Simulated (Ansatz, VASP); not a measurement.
## One calculation of Au, two programs

Contents of INCAR:

```
PREC = Accurate
ENCUT = 520
EDIFF = 1E-7
ISMEAR = 0
SIGMA = 0.15
LREAL = F
LASPH = T
NELM = 100
ALGO = Normal
ISIF = 2
LWAVE = F
LCHARG = F
GGA = PS
NBANDS = 12
```

The input KPOINTS:

```
Automatic mesh
0
Gamma
  20 20 20
```

File POSCAR:

```
Au
1.0
   -1.6821280350      1.6821280350      1.6324099650
    1.6821280350     -1.6821280350      1.6324099650
    1.6821280350      1.6821280350     -1.6324099650
Au
1
Direct
    0.0000000000      0.0000000000      0.0000000000
```

Input for Ansatz:

```yaml
crystal:
  lattice:
    - [-1.682128035, 1.682128035, 1.632409965]
    - [1.682128035, -1.682128035, 1.632409965]
    - [1.682128035, 1.682128035, -1.632409965]
  atoms:
    - { symbol: Au, position: [0.0, 0.0, 0.0] }
basis:
  ecutwfc: 420
kpoints:
  mp_grid: { grid: [20, 20, 20] }
hamiltonian:
  xc: pbesol
scf:
  occupations: { method: gaussian, width: 0.15 }
output:
  forces: true
  stress: true
  eigenvalues: true
```

Change from the starting cell: strain +0.015 along x and y, -0.015 along z, atoms carried along.

Alike in both runs: task single point; functional PBEsol; k mesh 20 × 20 × 20; occupations gaussian, width 0.15 eV; no spin polarisation.

```csv
,VASP,Ansatz
version,VASP 6.6.1,Ansatz 0.2.0
potentials or method,"VASP PAW PBE potentials, release 64 (Au), cutoff 520 eV","scalar-relativistic, plane waves, PAW"
valence electrons in the cell,11,19
```

```csv
,VASP,Ansatz,Ansatz less VASP
gap on the k mesh at the Fermi level (eV),none,none,-
pressure (GPa),-11.2,-11.0,+0.19
"traceless stress, the component that is largest in VASP (GPa)",-0.12,-0.12,+0.005
```

VASP's potentials were made for PBE, not for PBEsol. A gap of «none» marks a metal or a gap that the smearing closes. VASP's potentials hold 11 valence electrons a cell and Ansatz's 19, so a difference there can come from the potentials and not from the codes.

Neither program's run includes spin-orbit coupling.
